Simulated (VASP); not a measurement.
# Lu3Si: single point with PBEsol

The system is Lu3Si.

```
Lu Si
1.0
     4.54142    0.00000    0.00000
     0.00000    4.54142    0.00000
     0.00000    0.00000    4.54142
Lu Si
3 1
Direct
  0.00000 0.50000 0.50000
  0.50000 0.00000 0.50000
  0.50000 0.50000 0.00000
  0.00000 0.00000 0.02202
```

- Program: VASP 6.6.1
- Task: single point
- Functional: PBEsol
- Potentials or basis: VASP PAW PBE potentials, release 64 (Lu, Si)
- Cutoff: 520 eV
- k mesh: 5 × 5 × 5
- Occupations: fermi-dirac, width 0.1 eV
- Spin: no spin polarisation

The pressure is -3.5 GPa and the largest force is 0.243 eV/Å. The band gap on the k mesh is zero (an odd number of electrons rules out a gap without spin polarisation).

Forces on the atoms (eV/Å):
```
Lu   0.000  0.000  0.043
Lu   0.000  0.000  0.043
Lu   0.000  0.000  0.157
Si   0.000  0.000 -0.243
```

Stress tensor (GPa, compression positive):
```
-3.50  0.00  0.00
 0.00 -3.50  0.00
 0.00  0.00 -3.41
```

Levels at points of the mesh, in eV from the Fermi level:
```tsv
k point	band 37	band 38	band 39	band 40	band 41	band 42	band 43	band 44
(0.00, 0.00, 0.00)	-1.60	-0.77	-0.77	-0.68	-0.43	-0.41	-0.41	2.30
```

Wall time 5.5 min on 1 thread of AMD EPYC 7571, on a shared host, peak memory 0.21 GiB.

Caveat: the cell stands under tension; the PAW data sets were made with another functional, which shifts forces and pressure a little; spin-orbit coupling is left out, which moves the levels of the heavy elements.
